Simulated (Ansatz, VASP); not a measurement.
ScHBr2 in VASP and in Ansatz

Contents of INCAR:

```
ALGO = Normal
EDIFF = 1E-6
EDIFFG = -0.01
ENCUT = 600
GGA = PE
IBRION = 2
ISIF = 3
ISMEAR = 0
LASPH = T
LCHARG = F
LREAL = F
LWAVE = F
NELM = 100
NSW = 100
PREC = Accurate
SIGMA = 0.02
```

KPOINTS

```
k-points
0
Gamma
  6 6 6
```

POSCAR

```
ScHBr2
1.0
    5.1921264000      0.0000000000      0.0000000000
    0.0000000000      5.1921264000      0.0000000000
    0.0000000000      0.0000000000      5.1921264000
Sc H Br
1 1 2
Direct
    0.0000000000      0.0000000000      0.0000000000
    0.0000000000      0.0000000000      0.5000000000
    0.5000000000      0.0000000000      0.0000000000
    0.0000000000      0.5000000000      0.0000000000
```

Input for Ansatz:

```yaml
crystal:
  lattice:
    - [5.1921264, 0.0, 0.0]
    - [0.0, 5.1921264, 0.0]
    - [0.0, 0.0, 5.1921264]
  atoms:
    - { symbol: Sc, position: [0.0, 0.0, 0.0] }
    - { symbol: H, position: [0.0, 0.0, 0.5] }
    - { symbol: Br, position: [0.5, 0.0, 0.0] }
    - { symbol: Br, position: [0.0, 0.5, 0.0] }
basis:
  ecutwfc: 420
kpoints:
  mp_grid: { grid: [6, 6, 6] }
hamiltonian:
  xc: pbe
scf:
  occupations: { method: gaussian, width: 0.02 }
output:
  forces: true
  stress: true
  eigenvalues: true
  write_density: true
  write_potential: true
  elf: true
  volumetric_format: npy
relax:
  adjacent_minimum: "off"
  f_tol: 0.01
  max_steps: 80
  cell: { stress_tol: 0.05 }
```

Alike in both runs: task relaxation of cell and atoms; functional PBE; k mesh 6 × 6 × 6; occupations gaussian, width 0.02 eV; no spin polarisation.

```csv
,VASP,Ansatz
version,VASP 6.6.1,Ansatz 0.2.0
potentials or method,"VASP PAW PBE potentials, release 64 (Sc_sv, H, Br), cutoff 600 eV","scalar-relativistic, plane waves, PAW"
valence electrons in the cell,26,26
```

Ansatz gave:

```
gap on the k mesh at the Fermi level, each at its own relaxed structure (eV) : 1.72
relaxed volume (Å³/atom)                                                     : 27.33
relaxed length of the cell vector where the two differ most in proportion (Å)              : 5.272
```

Task: Estimate VASP's values.

Result: gap on the k mesh at the Fermi level, each at its own relaxed structure (eV): 1.71; relaxed volume (Å³/atom): 27.37; relaxed length of the cell vector where the two differ most in proportion (Å): 5.277.

Noted on VASP's run: the volume moved by over 15 % at a fixed basis, so the end points are rough.
